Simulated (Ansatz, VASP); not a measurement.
S in VASP and in Ansatz

The input INCAR:

```
PREC     = Accurate       # precision mode
ENCUT    = 520            # plane-wave cutoff, eV
EDIFF    = 1E-7           # SCF threshold, eV
ISMEAR   = -1             # smearing method
SIGMA    = 0.05           # smearing width, eV
LREAL    = F              # projectors in reciprocal space
LASPH    = T              # aspherical terms in the spheres
NELM     = 80             # most SCF steps
ALGO     = Normal         # electronic algorithm
ISIF     = 2              # what is computed and relaxed
LWAVE    = F              # write WAVECAR
LCHARG   = T              # write CHGCAR
LELF     = T              # ELF
LVHAR    = T            
NBANDS   = 13             # bands
```

KPOINTS

```
Automatic mesh
0
Gamma
  13 13 13
```

File POSCAR:

```
S
1.0
    0.0000000000      2.4402969067      2.4402969067
    2.4402969067      0.0000000000      2.4402969067
    2.4402969067      2.4402969067      0.0000000000
S
2
Direct
   -0.1250000000     -0.1250000000     -0.1250000000
    0.1250000000      0.1250000000      0.1250000000
```

Input for Ansatz:

```yaml
crystal:
  lattice:
    - [0.0, 2.4402969067, 2.4402969067]
    - [2.4402969067, 0.0, 2.4402969067]
    - [2.4402969067, 2.4402969067, 0.0]
  atoms:
    - { symbol: S, position: [-0.125, -0.125, -0.125] }
    - { symbol: S, position: [0.125, 0.125, 0.125] }
kpoints:
  mp_grid: { grid: [13, 13, 13] }
scf:
  occupations: { method: fermi_dirac, width: 0.05 }
hamiltonian:
  xc: lda
  pseudopotentials: { kind: all_electron, lapw: { basis_error: 0.001 } }
output:
  forces: true
  stress: true
  eigenvalues: true
  populations: true
```

Change from the starting cell: volume scaled by 0.65, LAPW.

Alike in both runs: task single point; functional LDA; k mesh 13 × 13 × 13; occupations fermi-dirac, width 0.05 eV; no spin polarisation.

|  | VASP | Ansatz |
| --- | --- | --- |
| version | VASP 6.6.1 | Ansatz 0.2.0 |
| potentials or method | VASP PAW LDA potentials, release 64 (S), cutoff 520 eV | all-electron LAPW, scalar-relativistic |

Ansatz gave:

| Item | Value |
| --- | --- |
| pressure (GPa) | 43.1 |

Problem. Estimate VASP's values.

Solution. Pressure (GPa): 42.9.

LDA's correlation is that of Perdew and Zunger in VASP and of Perdew and Wang (1992) in Ansatz. Both programs put the cell under a high pressure, so it lies far from rest at this level. Ansatz ran all-electron here, and VASP with PAW potentials.
